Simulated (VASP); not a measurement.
# S (P6_3/mmc) in VASP: relaxation of cell and atoms with PBE

Aim: the relaxation of cell and atoms of S with PBE.

Program: VASP 6.6.1. These are calculated values, not measurements. Logs are shortened: lines on timing, memory, paths and dates and some standing lists are left out, and cuts for length are marked.

### 1 The cell of the first run

The structure is hexagonal, space group P6_3/mmc (No. 194). The conventional cell has a = 2.804 Å, b = 2.804 Å, c = 4.542 Å, α = 90.00°, β = 90.00°, γ = 120.00°. Within 3.7 Å of S (site symmetry -6m2) lie 12 S at 2.79 to 2.80 Å.

This isn't the form of S at room conditions, which is orthorhombic, of S8 rings.

### 2 Relaxation of cell and atoms, PBE, target pressure 2.3 GPa, at which the enthalpy is minimised

File INCAR:

```
SYSTEM = S
  PREC = Accurate
  ENCUT = 600
  EDIFF = 1E-6
  ISMEAR = -1
  SIGMA = 0.08
  LREAL = .False.
  LASPH = .True.
  NELM = 60
  ALGO = Normal
  ISIF = 3
  LWAVE = .False.
  LCHARG = .False.
  GGA = PE
  IBRION = 2
  NSW = 60
  EDIFFG = -0.005
  PSTRESS = 23.0
```

File KPOINTS:

```
regular mesh
0
Gamma
  15 15 8
  0 0 0
```

File POSCAR:

```
S
1.0
    2.8036064408      0.0000000000      0.0000000000
   -1.4018032204      2.4279944000      0.0000000000
    0.0000000000      0.0000000000      4.5418424341
S
2
Direct
    0.3333333333      0.6666666667      0.2500000000
    0.6666666667      0.3333333333      0.7500000000
```

Potentials or basis: VASP PAW PBE potentials, release 64 (S).

The run is started by

```
$ cat potpaw_PBE.64/S/POTCAR > POTCAR
$ mpirun -np 1 vasp_std > vasp.out
```

OUTCAR:

```text
SYSTEM = S
   PREC = Accurate
   ENCUT = 600
   EDIFF = 1E-6
   ISMEAR = -1
   LREAL = .False.
   LASPH = .True.
   NELM = 60
   ISIF = 3
   GGA = PE
   IBRION = 2
   NSW = 60
   EDIFFG = -0.005
   PSTRESS = 23.0

 ion  position               nearest neighbor table
   1  0.333  0.667  0.250-   2 2.79   2 2.79   2 2.79   2 2.79   2 2.79   2 2.79
   2  0.667  0.333  0.750-   1 2.79   1 2.79   1 2.79   1 2.79   1 2.79   1 2.79

  LATTYP: Found a hexagonal cell.
 ALAT       =     2.8036064408
 C/A-ratio  =     1.6200000000

  Lattice vectors:

 A1 = (   2.8036064408,   0.0000000000,   0.0000000000)
 A2 = (  -1.4018032204,   2.4279944000,   0.0000000000)
 A3 = (   0.0000000000,   0.0000000000,   4.5418424341)

Analysis of symmetry for initial positions (statically):
=====================================================================
 Subroutine PRICEL returns:
 Original cell was already a primitive cell.

 Routine SETGRP: Setting up the symmetry group for a
 hexagonal supercell.

 Subroutine GETGRP returns: Found 24 space group operations
 (whereof 12 operations were pure point group operations)
 out of a pool of 24 trial point group operations.

The static configuration has the point symmetry D_3d.
 The point group associated with its full space group is D_6h.

Analysis of symmetry for dynamics (positions and initial velocities):
=====================================================================
 Subroutine PRICEL returns:
 Original cell was already a primitive cell.

 Routine SETGRP: Setting up the symmetry group for a
 hexagonal supercell.

 Subroutine GETGRP returns: Found 24 space group operations
 (whereof 12 operations were pure point group operations)
 out of a pool of 24 trial point group operations.

The dynamic configuration has the point symmetry D_3d.
 The point group associated with its full space group is D_6h.

 Subroutine INISYM returns: Found 24 space group operations
 (whereof 12 operations are pure point group operations),
 and found     1 'primitive' translations

----------------------------------------------------------------------------------------

                                     Primitive cell

  volume of cell :      30.9170

  direct lattice vectors                    reciprocal lattice vectors
     2.803606441  0.000000000  0.000000000     0.356683444  0.205931282  0.000000000
    -1.401803220  2.427994400  0.000000000     0.000000000  0.411862564  0.000000000
     0.000000000  0.000000000  4.541842434     0.000000000  0.000000000  0.220174965

  length of vectors
     2.803606441  2.803606441  4.541842434     0.411862564  0.411862564  0.220174965

  position of ions in fractional coordinates (direct lattice)
     0.333333333  0.666666667  0.250000000
     0.666666667  0.333333333  0.750000000

  ion indices of the primitive-cell ions
   primitive index   ion index
                 1           1
                 2           2

----------------------------------------------------------------------------------------

 KPOINTS: regular mesh

Automatic generation of k-mesh.
 Grid dimensions read from file:
 generate k-points for:   15   15    8

 Generating k-lattice:

  Cartesian coordinates                     Fractional coordinates (reciprocal lattice)
     0.023778896  0.013728752  0.000000000     0.066666667  0.000000000  0.000000000
     0.000000000  0.027457504  0.000000000     0.000000000  0.066666667  0.000000000
     0.000000000  0.000000000  0.027521871     0.000000000  0.000000000  0.125000000

  Length of vectors
     0.027457504  0.027457504  0.027521871

  Shift w.r.t. Gamma in fractional coordinates (k-lattice)
     0.000000000  0.000000000  0.000000000

 Subroutine IBZKPT returns following result:
 ===========================================

 Found    135 irreducible k-points:

 Following reciprocal coordinates:
            Coordinates               Weight
  0.000000  0.000000  0.000000      1.000000
  0.066667  0.000000  0.000000      6.000000
  0.133333  0.000000  0.000000      6.000000
  0.200000 -0.000000  0.000000      6.000000
  0.266667  0.000000  0.000000      6.000000
  0.333333 -0.000000  0.000000      6.000000
[... 16 lines left out ...]
  0.333333  0.200000  0.000000     12.000000
  0.400000  0.200000  0.000000      6.000000
 [... further k-points ...]
   k-points           NKPTS =    135   k-points in BZ     NKDIM =    135   number of bands    NBANDS=     10
   number of dos      NEDOS =    301   number of ions     NIONS =      2
   total plane-waves  NPLWV =  20736
   dimension x,y,z NGX =    24 NGY =   24 NGZ =   36
   dimension x,y,z NGXF=    48 NGYF=   48 NGZF=   72
   ions per type =               2
   NGX,Y,Z   is equivalent  to a cutoff of  14.23, 14.23, 13.18 a.u.
   NGXF,Y,Z  is equivalent  to a cutoff of  28.46, 28.46, 26.35 a.u.
 SYSTEM =  S
   PREC   = accura    normal or accurate (medium, high low for compatibility)
   ISTART =      0    job   : 0-new  1-cont  2-samecut
   ICHARG =      2    charge: 1-file 2-atom 10-const
   ISPIN  =      1    spin polarized calculation?
   LNONCOLLINEAR =      F non collinear calculations
   LSORBIT =      F    spin-orbit coupling
   LASPH  =      T    aspherical Exc in radial PAW
   ENCUT  =  600.0 eV  44.10 Ry    6.64 a.u.   5.60  5.60  9.07*2*pi/ulx,y,z
   NELM   =     60;   NELMIN=  2; NELMDL= -5     # of ELM steps
   EDIFF  = 0.1E-05   stopping-criterion for ELM
   LREAL  =      F    real-space projection
   EDIFFG = -.5E-02   stopping-criterion for IOM
   NSW    =     60    number of steps for IOM
   IBRION =      2    ionic relax: 0-MD 1-quasi-New 2-CG
   NFREE  =      1    steps in history (QN), initial steepest desc. (CG)
   ISIF   =      3    stress and relaxation
   ISYM   =      2    0-nonsym 1-usesym 2-fastsym
   POTIM  = 0.5000    time-step for ionic-motion
   TEBEG  =    0.0;   TEEND  =   0.0 temperature during run
   PSTRESS=   23.0 pullay stress
   NELECT =      12.0000    total number of electrons
   NUPDOWN=      -1.0000    fix difference up-down
   EMIN   =  10.00;   EMAX   =-10.00  energy-range for DOS
   EFERMI =   0.00;   METHOD = LEGACY
   ISMEAR =    -1;   SIGMA  =   0.08  broadening in eV -4-tet -1-fermi 0-gaus
   EFERMI_NEDOS =   21; number of points for ismear=-14 and -15
   IALGO  =     38    algorithm
   IMIX   =      4    mixing-type and parameters
     AMIX     =   0.40;   BMIX     =  1.00
     AMIX_MAG =   1.60;   BMIX_MAG =  1.00
  volume/ion in A,a.u.               =      15.46       104.32
  Fermi-wavevector in a.u.,A,eV,Ry     =   1.194180  2.256672 19.402791  1.426065
  Thomas-Fermi vector in A             =   2.330176
   LORBIT       =      0    0 simple, 1 ext, 2 COOP (PROOUT), +10 PAW based schemes
   GGA     = PE    functional components
   LHFCALC =     F    Hartree Fock is set to
   AEXX    =    0.0000 exact exchange contribution
   IVDW    =     0    specifies the selected vdW correction
   LEPSILON=     F    determine dielectric tensor
   LRPA    =     F    only Hartree local field effects (RPA)
 conjugate gradient relaxation of ions
 non-spin polarized calculation
  energy-cutoff  :      600.00
  volume of cell :       30.92
 maximum number of plane-waves:      1056
 NGX is ok and might be reduce to    24
   NGX = 11   NGY = 11   NGZ = 19

--------------------------------------- Ionic step        1  -------------------------------------------

 number of electron      11.9999998 magnetization

 Free energy of the ion-electron system (eV)
  ---------------------------------------------------
  ext. energy  EPLUGINS =         0.00000000
  ---------------------------------------------------
  free energy    TOTEN  =        -5.69382940 eV

  energy without entropy =       -5.66201523  energy(sigma->0) =       -5.67792231

------------------------ aborting loop because EDIFF is reached ----------------------------------------

  FORCE on cell =-STRESS in cart. coord.  units (eV):
  Direction    XX          YY          ZZ          XY          YZ          ZX
  --------------------------------------------------------------------------------------
  -------------------------------------------------------------------------------------
  Total        1.0365303      1.0365303     -0.7474270      0.0000000      0.0000000      0.0000000
  in kB       53.7150261     53.7150261    -38.7331272      0.0000000      0.0000000      0.0000000
  external PRESSURE =      -0.1010250 kB  Pullay stress =      23.0000000 kB
[... 97 lines left out ...]
  energy  without entropy=       -6.0549837525  energy(sigma->0) =       -6.06671151

  enthalpy is  TOTEN    =        -5.6394122964 eV   P V=        0.4390269799

[... ionic steps 4 to 13 ...]

--------------------------------------- Ionic step       14  -------------------------------------------

 number of electron      11.9999998 magnetization

------------------------ aborting loop because EDIFF is reached ----------------------------------------
[... 71 lines left out ...]
--------------------------------------- Ionic step       16  -------------------------------------------

 number of electron      11.9999997 magnetization

 Free energy of the ion-electron system (eV)
  ---------------------------------------------------
  ext. energy  EPLUGINS =         0.00000000
  ---------------------------------------------------
  free energy    TOTEN  =        -6.56732522 eV

  energy without entropy =       -6.54671643  energy(sigma->0) =       -6.55702082

 E-fermi :   7.3099     XC(G=0): -10.8259

 val. band max:        7.3062353720   @ k =   0.0667   0.0000   0.3750
 cond. band min:       7.3192942663   @ k =   0.3333   0.1333   0.2500
 fundamental gap:      0.0130588943
 Fermi energy:         7.3098519420

 k-point     1 :       0.0000    0.0000    0.0000
  band No.  band energies     occupation
      1      -9.7700      2.00000
      2      -1.7747      2.00000
      3       1.6478      2.00000
      4       4.7607      2.00000
      5       4.7607      2.00000
      6       8.1704      0.00004
      7       8.1704      0.00004
      8      11.1365      0.00000
      9      11.4437      0.00000
     10      16.5128      0.00000
[... 287 lines left out ...]
 k-point    24 :       0.4000    0.2000    0.0000
  band No.  band energies     occupation
      1      -6.7902      2.00000
      2      -5.3903      2.00000
      3       0.8962      2.00000
      4       4.4684      2.00000
      5       4.8879      2.00000
      6       5.9888      2.00000
      7       6.4958      1.99992
      8       9.0409      0.00000
      9      13.2243      0.00000
     10      14.5553      0.00000

 [... further k-points ...]

------------------------ aborting loop because EDIFF is reached ----------------------------------------

  FORCE on cell =-STRESS in cart. coord.  units (eV):
  Direction    XX          YY          ZZ          XY          YZ          ZX
  --------------------------------------------------------------------------------------
  -------------------------------------------------------------------------------------
  Total        0.4648704      0.4648704      0.4827905      0.0000000      0.0000000     -0.0000000
  in kB       22.5911852     22.5911852     23.4620434      0.0000000      0.0000000     -0.0000000
  external PRESSURE =      -0.1185287 kB  Pullay stress =      23.0000000 kB
[... 21 lines left out ...]
  energy  without entropy=       -6.5467164317  energy(sigma->0) =       -6.55702082

  enthalpy is  TOTEN    =        -6.0940424016 eV   P V=        0.4732828137

 reached required accuracy - stopping structural energy minimisation
```

It took 5.3 min on 1 thread of AMD EPYC 7R43 (Zen 3), shared host; peak memory 0.15 GiB.

Results:

- Free energy: -6.5673 eV
- Relaxed volume: 16.48 Å³/atom
- Relaxed cell: a = 3.298 Å, b = 3.298 Å, c = 3.501 Å, α = 90.00°, β = 90.00°, γ = 120.00°
- Space group after relaxing (to 0.1 Å): P6_3/mmc (No. 194)
- Energy change on relaxing (the run minimises the enthalpy): -436.7 meV/atom
- Ionic steps: 16
- Pressure after relaxing: 2.3 GPa
- Band gap on the k mesh: zero (bands 6 and 7 overlap by 2.30 eV)

Stress tensor (GPa, compression positive):
```
2.26 0.00 0.00
0.00 2.26 0.00
0.00 0.00 2.35
```

The path:
| step | energy change (eV) | largest force (eV/Å) | pressure (GPa) | volume (Å³) |
| --- | --- | --- | --- | --- |
| 1 | 0.0000 | 0.0000 | 2.29 | 30.92 |
| 2 | -0.0646 | 0.0000 | 2.14 | 30.89 |
| 3 | -0.3846 | 0.0000 | 3.43 | 30.58 |
| 4 | -0.5604 | 0.0000 | 19.74 | 28.78 |
| 5 | -0.7190 | 0.0000 | 10.50 | 29.71 |
| 6 | -0.7148 | 0.0000 | 13.18 | 29.45 |
| 7 | -0.7339 | 0.0000 | 12.63 | 29.72 |
| 8 | -0.7576 | 0.0000 | 11.50 | 30.37 |
| 9 | -0.7853 | 0.0000 | 9.94 | 30.74 |
| 10 | -0.8456 | 0.0000 | 5.68 | 31.87 |
| 11 | -0.8738 | 0.0000 | -1.13 | 34.20 |
| 12 | -0.8730 | 0.0000 | 2.23 | 32.94 |
| 13 | -0.8722 | 0.0000 | 2.38 | 32.89 |
| 14 | -0.8724 | 0.0000 | 2.37 | 32.90 |
| 15 | -0.8728 | 0.0000 | 2.34 | 32.92 |
| 16 | -0.8735 | 0.0000 | 2.29 | 32.97 |

Final structure:
```yaml
crystal:
  lattice:
    - [3.29770, 0.00000, 0.00000]
    - [-1.64885, 2.85590, 0.00000]
    - [0.00000, 0.00000, 3.50066]
  atoms:
    - { symbol: S, position: [0.33333, 0.66667, 0.25000] }
    - { symbol: S, position: [0.66667, 0.33333, 0.75000] }
```

Levels at points of the mesh, in eV from the Fermi level:
| k point | band 3 | band 4 | band 5 | band 6 | band 7 | band 8 | band 9 | band 10 |
| --- | --- | --- | --- | --- | --- | --- | --- | --- |
| (0.00, 0.00, 0.00) | -5.66 | -2.55 | -2.55 | 0.86 | 0.86 | 3.83 | 4.13 | 9.20 |
| (0.00, 0.00, 0.50) | -0.71 | -0.71 | -0.71 | -0.71 | -0.44 | -0.44 | 8.24 | 8.24 |

Caveat: the cell is relaxed towards a set pressure, so the run minimises the enthalpy, not the energy; a cell axis changed by over 15 % at a fixed basis, so the end point is rough.
